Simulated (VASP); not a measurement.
# LiCl (P6_3mc) in VASP: single point with HSE06

Aim: the single point of LiCl with HSE06.

Program: VASP 6.6.1. These are calculated values, not measurements. Logs are shortened: lines on timing, memory, paths and dates and some standing lists are left out, and cuts for length are marked.

### 1 The cell of the first run

The structure is hexagonal, space group P6_3mc (No. 186). Conventional cell: a = 4.099 Å, b = 4.099 Å, c = 6.224 Å, α = 90.00°, β = 90.00°, γ = 120.00°. Li (site symmetry 3m) has 4 Cl at 2.43 to 2.46 Å within 3.2 Å. Cl (site symmetry 3m) has 4 Li at 2.43 to 2.46 Å within 3.2 Å.

### 2 Single point, HSE06 (biaxial xy strain +5.2%)

POSCAR reads:

```
LiCl
1.0
    4.0986288315      0.0000000000      0.0000000000
   -2.0493144158      3.5495166887      0.0000000000
    0.0000000000      0.0000000000      6.2244572281
Li Cl
2 2
Direct
    0.3333333333      0.6666666667     -0.0078656557
    0.6666666667      0.3333333333      0.4921343443
    0.3333333333      0.6666666667      0.3828656557
    0.6666666667      0.3333333333      0.8828656557
```

INCAR.step1 reads:

```
SYSTEM = LiCl
PREC     = Accurate       ! precision mode
ENCUT    = 520            ! plane-wave cutoff, eV
EDIFF    = 1E-5           ! SCF threshold, eV
ISMEAR   = 0              ! smearing method
SIGMA    = 0.01           ! smearing width, eV
LREAL    = .FALSE.        ! projectors in reciprocal space
LASPH    = .TRUE.         ! aspherical terms in the spheres
NELM     = 60             ! most SCF steps
ALGO     = Normal         ! electronic algorithm
ISIF     = 2              ! what is computed and relaxed
LWAVE    = .TRUE.         ! write WAVECAR
LCHARG   = .FALSE.        ! write CHGCAR
NBANDS   = 18             ! bands
GGA      = PE             ! functional
KPAR     = 4
```

INCAR.step2 reads:

```
SYSTEM = LiCl
PREC     = Accurate       ! precision mode
ENCUT    = 520            ! plane-wave cutoff, eV
EDIFF    = 1E-7           ! SCF threshold, eV
ISMEAR   = 0              ! smearing method
SIGMA    = 0.01           ! smearing width, eV
LREAL    = .FALSE.        ! projectors in reciprocal space
LASPH    = .TRUE.         ! aspherical terms in the spheres
NELM     = 60             ! most SCF steps
ALGO     = Normal         ! electronic algorithm
ISIF     = 2              ! what is computed and relaxed
LWAVE    = .FALSE.        ! write WAVECAR
LCHARG   = .FALSE.        ! write CHGCAR
GGA      = PE             ! functional
LHFCALC  = .TRUE.         ! exact exchange
HFSCREEN = 0.2079         ! screening, 1/A
PRECFOCK = Normal       
NBANDS   = 18             ! bands
ISTART   = 1            
KPAR     = 4
```

KPOINTS reads:

```
Automatic mesh
0
G
  6 6 4
  0 0 0
```

Potentials or basis: VASP PAW PBE potentials, release 64 (Li_sv, Cl).

Command:

```sh
> cat potpaw_PBE.64/Li_sv/POTCAR potpaw_PBE.64/Cl/POTCAR > POTCAR
> cp INCAR.step1 INCAR
> mpirun -np 4 vasp_std > vasp.out
> cp INCAR.step2 INCAR
> mpirun -np 4 vasp_std > vasp.out
```

OUTCAR:

```text
SYSTEM = LiCl
   PREC = Accurate
   ENCUT = 520
   EDIFF = 1E-7
   ISMEAR = 0
   LREAL = .FALSE.
   LASPH = .TRUE.
   NELM = 60
   ISIF = 2
   GGA = PE
   LHFCALC = .TRUE.
   HFSCREEN = 0.2079
   PRECFOCK = Normal
   ISTART = 1

 ion  position               nearest neighbor table
   1  0.333  0.667  0.992-   3 2.43   4 2.46   4 2.46   4 2.46
   2  0.667  0.333  0.492-   4 2.43   3 2.46   3 2.46   3 2.46
   3  0.333  0.667  0.383-   1 2.43   2 2.46   2 2.46   2 2.46
   4  0.667  0.333  0.883-   2 2.43   1 2.46   1 2.46   1 2.46

  LATTYP: Found a hexagonal cell.
 ALAT       =     4.0986288315
 C/A-ratio  =     1.5186681898

  Lattice vectors:

 A1 = (   4.0986288315,   0.0000000000,   0.0000000000)
 A2 = (  -2.0493144158,   3.5495166887,   0.0000000000)
 A3 = (   0.0000000000,   0.0000000000,   6.2244572281)

Analysis of symmetry for initial positions (statically):
=====================================================================
 Subroutine PRICEL returns:
 Original cell was already a primitive cell.

 Routine SETGRP: Setting up the symmetry group for a
 hexagonal supercell.

 Subroutine GETGRP returns: Found 12 space group operations
 (whereof  6 operations were pure point group operations)
 out of a pool of 24 trial point group operations.

The static configuration has the point symmetry C_3v.
 The point group associated with its full space group is C_6v.

Analysis of symmetry for dynamics (positions and initial velocities):
=====================================================================
 Subroutine PRICEL returns:
 Original cell was already a primitive cell.

 Routine SETGRP: Setting up the symmetry group for a
 hexagonal supercell.

 Subroutine GETGRP returns: Found 12 space group operations
 (whereof  6 operations were pure point group operations)
 out of a pool of 24 trial point group operations.

The dynamic configuration has the point symmetry C_3v.
 The point group associated with its full space group is C_6v.

 Subroutine INISYM returns: Found 12 space group operations
 (whereof  6 operations are pure point group operations),
 and found     1 'primitive' translations

----------------------------------------------------------------------------------------

                                     Primitive cell

  volume of cell :      90.5543

  direct lattice vectors                    reciprocal lattice vectors
     4.098628832  0.000000000  0.000000000     0.243984035  0.140864248  0.000000000
    -2.049314416  3.549516689  0.000000000     0.000000000  0.281728496  0.000000000
     0.000000000  0.000000000  6.224457228     0.000000000  0.000000000  0.160656578

  length of vectors
     4.098628832  4.098628831  6.224457228     0.281728496  0.281728496  0.160656578

  position of ions in fractional coordinates (direct lattice)
     0.333333333  0.666666667  0.992134344
     0.666666667  0.333333333  0.492134344
     0.333333333  0.666666667  0.382865656
     0.666666667  0.333333333  0.882865656

  ion indices of the primitive-cell ions
   primitive index   ion index
                 1           1
                 2           2
                 3           3
                 4           4

----------------------------------------------------------------------------------------

 KPOINTS: Automatic mesh

Automatic generation of k-mesh.
 Grid dimensions read from file:
 generate k-points for:    6    6    4

 Generating k-lattice:

  Cartesian coordinates                     Fractional coordinates (reciprocal lattice)
     0.040664006  0.023477375  0.000000000     0.166666667  0.000000000  0.000000000
     0.000000000  0.046954749  0.000000000     0.000000000  0.166666667  0.000000000
     0.000000000  0.000000000  0.040164145     0.000000000  0.000000000  0.250000000

  Length of vectors
     0.046954749  0.046954749  0.040164145

  Shift w.r.t. Gamma in fractional coordinates (k-lattice)
     0.000000000  0.000000000  0.000000000

 Subroutine IBZKPT returns following result:
 ===========================================

 Found     21 irreducible k-points:

 Following reciprocal coordinates:
            Coordinates               Weight
  0.000000  0.000000  0.000000      1.000000
  0.166667 -0.000000  0.000000      6.000000
  0.333333 -0.000000  0.000000      6.000000
  0.500000 -0.000000  0.000000      3.000000
  0.166667  0.166667  0.000000      6.000000
  0.333333  0.166667  0.000000     12.000000
[... 13 lines left out ...]
  0.333333  0.166667  0.500000     12.000000
  0.333333  0.333333  0.500000      2.000000
   k-points           NKPTS =     21   k-points in BZ     NKDIM =    144   number of bands    NBANDS=     18
   number of dos      NEDOS =    301   number of ions     NIONS =      4
   total plane-waves  NPLWV =  43200
   dimension x,y,z NGX =    30 NGY =   30 NGZ =   48
   dimension x,y,z NGXF=    60 NGYF=   60 NGZF=   96
   ions per type =               2   2
   NGX,Y,Z   is equivalent  to a cutoff of  12.17, 12.17, 12.82 a.u.
   NGXF,Y,Z  is equivalent  to a cutoff of  24.34, 24.34, 25.64 a.u.
 SYSTEM =  LiCl
   PREC   = accura    normal or accurate (medium, high low for compatibility)
   ISTART =      1    job   : 0-new  1-cont  2-samecut
   ICHARG =      0    charge: 1-file 2-atom 10-const
   ISPIN  =      1    spin polarized calculation?
   LNONCOLLINEAR =      F non collinear calculations
   LSORBIT =      F    spin-orbit coupling
   LASPH  =      T    aspherical Exc in radial PAW
   ENCUT  =  520.0 eV  38.22 Ry    6.18 a.u.   7.62  7.62 11.57*2*pi/ulx,y,z
   NELM   =     60;   NELMIN=  2; NELMDL=  0     # of ELM steps
   EDIFF  = 0.1E-06   stopping-criterion for ELM
   LREAL  =      F    real-space projection
   EDIFFG = 0.1E-05   stopping-criterion for IOM
   NSW    =      0    number of steps for IOM
   IBRION =     -1    ionic relax: 0-MD 1-quasi-New 2-CG
   NFREE  =      0    steps in history (QN), initial steepest desc. (CG)
   ISIF   =      2    stress and relaxation
   ISYM   =      3    0-nonsym 1-usesym 2-fastsym
   POTIM  = 0.5000    time-step for ionic-motion
   TEBEG  =    0.0;   TEEND  =   0.0 temperature during run
   PSTRESS=    0.0 pullay stress
   NELECT =      20.0000    total number of electrons
   NUPDOWN=      -1.0000    fix difference up-down
   EMIN   =  10.00;   EMAX   =-10.00  energy-range for DOS
   EFERMI =   0.00;   METHOD = LEGACY
   ISMEAR =     0;   SIGMA  =   0.01  broadening in eV -4-tet -1-fermi 0-gaus
   EFERMI_NEDOS =   21; number of points for ismear=-14 and -15
   IALGO  =     38    algorithm
   IMIX   =      1    mixing-type and parameters
     AMIX     =   0.40;   BMIX     =  1.00
     AMIX_MAG =   1.60;   BMIX_MAG =  1.00
  volume/ion in A,a.u.               =      22.64       152.77
  Fermi-wavevector in a.u.,A,eV,Ry     =   0.989574  1.870024 13.323604  0.979257
  Thomas-Fermi vector in A             =   2.121183
   LORBIT       =      0    0 simple, 1 ext, 2 COOP (PROOUT), +10 PAW based schemes
   GGA     = PE    functional components
   LHFCALC =     T    Hartree Fock is set to
   PRECFOCK=normal    Normal, Fast or Accurate (Low or Medium for compatibility)
   ENCUT4O =  -1.0   cutoff for four orbital integrals eV
   NKREDX  =     1    reduce k-point grid by
   NKREDY  =     1    reduce k-point grid by
   NKREDZ  =     1    reduce k-point grid by
   AEXX    =    0.2500 exact exchange contribution
   HFSCREEN=    0.2079 screening length (either q_TF or 0.3 A-1)
   HFSCREENC=   0.2079 screening length for correlation (either q_TF or 0.3 A-1)
   ENCUTFOCK=  -1.0 apply spherical cutoff to Coloumb kernel
   IVDW    =     0    specifies the selected vdW correction
   LEPSILON=     F    determine dielectric tensor
   LRPA    =     F    only Hartree local field effects (RPA)
 non-spin polarized calculation
 Gauss-broadening in eV      SIGMA  =   0.01
  energy-cutoff  :      520.00
  volume of cell :       90.55
 maximum number of plane-waves:      2453
  NGX = 24; NGY = 24; NGZ = 36

 number of electron      19.9999998 magnetization

 Free energy of the ion-electron system (eV)
  ---------------------------------------------------
  ext. energy  EPLUGINS =         0.00000000
  ---------------------------------------------------
  free energy    TOTEN  =       -16.94107050 eV

  energy without entropy =      -16.94107050  energy(sigma->0) =      -16.94107050

 E-fermi :  -2.4518     XC(G=0):  -6.1394

 val. band max:       -2.5366078903   @ k =   0.0000   0.0000   0.0000
 cond. band min:       4.3539227034   @ k =   0.0000   0.0000   0.0000
 fundamental gap:      6.8905305936
 Fermi energy:        -2.4517664437

 k-point     1 :       0.0000    0.0000    0.0000
  band No.  band energies     occupation
      1     -48.5122      2.00000
      2     -48.5109      2.00000
      3     -16.4066      2.00000
      4     -16.0814      2.00000
      5      -4.5735      2.00000
      6      -3.1157      2.00000
[... 10 lines left out ...]
     17       9.5060      0.00000
     18       9.7435      0.00000

 k-point     2 :       0.1667   -0.0000    0.0000
  band No.  band energies     occupation
      1     -48.5120      2.00000
      2     -48.5108      2.00000
      3     -16.3573      2.00000
      4     -16.0692      2.00000
      5      -4.4364      2.00000
      6      -3.4251      2.00000
[... 10 lines left out ...]
     17       9.9342      0.00000
     18       9.9732      0.00000

 k-point     3 :       0.3333   -0.0000    0.0000
  band No.  band energies     occupation
      1     -48.5116      2.00000
      2     -48.5108      2.00000
      3     -16.2445      2.00000
      4     -16.0563      2.00000
      5      -4.1627      2.00000
      6      -3.9437      2.00000
[... 349 lines left out ...]
 k-point    20 :       0.3333    0.1667    0.5000
  band No.  band energies     occupation
      1     -48.5110      2.00000
      2     -48.5110      2.00000
      3     -16.1191      2.00000
      4     -16.1191      2.00000
      5      -4.2452      2.00000
      6      -4.2452      2.00000
[... 10 lines left out ...]
     17      10.5639      0.00000
     18      10.5639      0.00000

 k-point    21 :       0.3333    0.3333    0.5000
  band No.  band energies     occupation
      1     -48.5109      2.00000
      2     -48.5109      2.00000
      3     -16.1021      2.00000
      4     -16.1021      2.00000
      5      -4.1131      2.00000
      6      -4.1131      2.00000
[... 10 lines left out ...]
     17      11.1290      0.00000
     18      11.1298      0.00000

------------------------ aborting loop because EDIFF is reached ----------------------------------------

  FORCE on cell =-STRESS in cart. coord.  units (eV):
  Direction    XX          YY          ZZ          XY          YZ          ZX
  --------------------------------------------------------------------------------------
  -------------------------------------------------------------------------------------
  Total       -1.3474052     -1.3474052     -0.7945372      0.0000000      0.0000000      0.0000000
  in kB      -23.8396289    -23.8396289    -14.0577397      0.0000000      0.0000000      0.0000000
  external PRESSURE =     -20.5789992 kB  Pullay stress =       0.0000000 kB

 VOLUME and BASIS-vectors are now :
 -----------------------------------------------------------------------------
  energy-cutoff  :      520.00
  volume of cell :       90.55
      direct lattice vectors                 reciprocal lattice vectors
     4.098628832  0.000000000  0.000000000     0.243984035  0.140864248  0.000000000
    -2.049314416  3.549516689  0.000000000     0.000000000  0.281728496  0.000000000
     0.000000000  0.000000000  6.224457228     0.000000000  0.000000000  0.160656578

 POSITION                                       TOTAL-FORCE (eV/Angst)
 -----------------------------------------------------------------------------------
     -0.00000      2.36634      6.17550        -0.000000     -0.000000      0.006764
      2.04931      1.18317      3.06327         0.000000     -0.000000      0.006764
     -0.00000      2.36634      2.38313        -0.000000      0.000000     -0.006764
      2.04931      1.18317      5.49536         0.000000     -0.000000     -0.006764
 -----------------------------------------------------------------------------------
    total drift:                                0.000000      0.000001     -0.000679

  FREE ENERGIE OF THE ION-ELECTRON SYSTEM (eV)
  ---------------------------------------------------
  free  energy   TOTEN  =       -16.9410704991 eV

  energy  without entropy=      -16.9410704991  energy(sigma->0) =      -16.94107050
```

Wall time 25 min (4 MPI ranks of Intel Xeon Platinum 8259CL at 2.50GHz (Skylake/Cascade Lake), shared host); peak memory 0.34 GiB.

Results:

```
Free energy            : -16.9411 eV
Largest force          : 0.007 eV/Å
Band gap on the k mesh : 6.89 eV
```

Forces in eV/Å, atoms in the order of the input:
```
Li   0.000  0.000  0.007
Li   0.000  0.000  0.007
Cl   0.000  0.000 -0.007
Cl   0.000  0.000 -0.007
```

Levels at points of the mesh, in eV from the valence-band top:
```csv
k point,band 6,band 7,band 8,band 9,band 10,band 11,band 12,band 13,band 14,band 15
"(0.00, 0.00, 0.00)",-0.58,-0.58,-0.21,-0.21,0.00,6.89,9.23,11.05,11.05,12.03
"(0.50, 0.00, 0.00)",-1.32,-1.20,-1.04,-0.61,-0.42,9.07,9.13,10.17,11.50,11.55
"(0.00, 0.00, 0.50)",-1.11,-0.40,-0.40,-0.40,-0.40,8.24,8.24,11.23,11.23,11.23
"(0.50, 0.00, 0.50)",-1.83,-0.75,-0.75,-0.55,-0.55,8.57,8.57,11.07,11.07,12.64
```

Caveat: the cell differs from its parent crystal (biaxial xy strain +5.2%); the cutoff is under 1.25 times the usual one of these potentials, so pressure, stress and relaxed cells hold a basis-set (Pulay) error; the structure was generated, so it needn't be the stable form of LiCl; the PAW data sets were made with another functional, which shifts forces and pressure a little.
